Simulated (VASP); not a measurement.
Set up this calculation in VASP 6.6.1, as the native input.

| Item | Value |
| --- | --- |
| Task | relaxation of cell and atoms |
| Functional | PBE |
| Potentials or basis | VASP PAW PBE potentials, release 64 (Si, W_sv) |
| Cutoff | 600 eV |
| k mesh | 18 × 18 × 18 |
| Occupations | gaussian, width 0.1 eV |
| Spin | no spin polarisation |
| Dipole correction | no |
| Further INCAR settings | ALGO = Normal; EDIFF = 1e-06; IBRION = 2; EDIFFG = -0.01; NSW = 100; ISIF = 3 |

The structure of SiW lies in POSCAR:

```
SiW
1.0
    3.0646479841      0.0000000000      0.0000000000
    0.0000000000      3.0646479841      0.0000000000
    0.0000000000      0.0000000000      3.0646479841
Si W
1 1
Direct
    0.0000000000      0.0000000000      0.0000000000
    0.5000000000      0.5000000000      0.5000000000
```

One way to write it, as run:

INCAR

```
PREC = Accurate
ENCUT = 600
EDIFF = 1E-6
ISMEAR = 0
SIGMA = 0.1
LREAL = F
LASPH = T
NELM = 60
ALGO = Normal
ISIF = 3
LWAVE = F
LCHARG = F
GGA = PE
IBRION = 2
NSW = 100
EDIFFG = -0.01
```

KPOINTS

```
regular mesh
0
Gamma
  18 18 18
```

Potentials or basis: VASP PAW PBE potentials, release 64 (Si, W_sv).

The run is started by

```bash
$ cat potpaw_PBE.64/Si/POTCAR potpaw_PBE.64/W_sv/POTCAR > POTCAR
$ mpirun -np 1 vasp_std > vasp.out
```

It gave:

```json
{"Relaxed volume": "14.32 Å³/atom", "Relaxed cell": "a = 3.059 Å, b = 3.059 Å, c = 3.059 Å, α = 90.00°, β = 90.00°, γ = 90.00°", "Space group after relaxing (to 0.05 Å)": "Pm-3m (No. 221)", "Energy gained by relaxing": "0.3 meV/atom", "Ionic steps": "3", "Pressure after relaxing": "0.0 GPa", "Band gap on the k mesh": "zero (band 9 reaches 14.34 eV, above the bottom of band 10 at 10.54 eV)"}
```

Caveat: spin-orbit coupling is left out, which moves the levels of the heavy elements.

Wall time 97 s on 1 thread of Intel Xeon 6975P-C, on a shared host, peak memory 0.24 GiB.
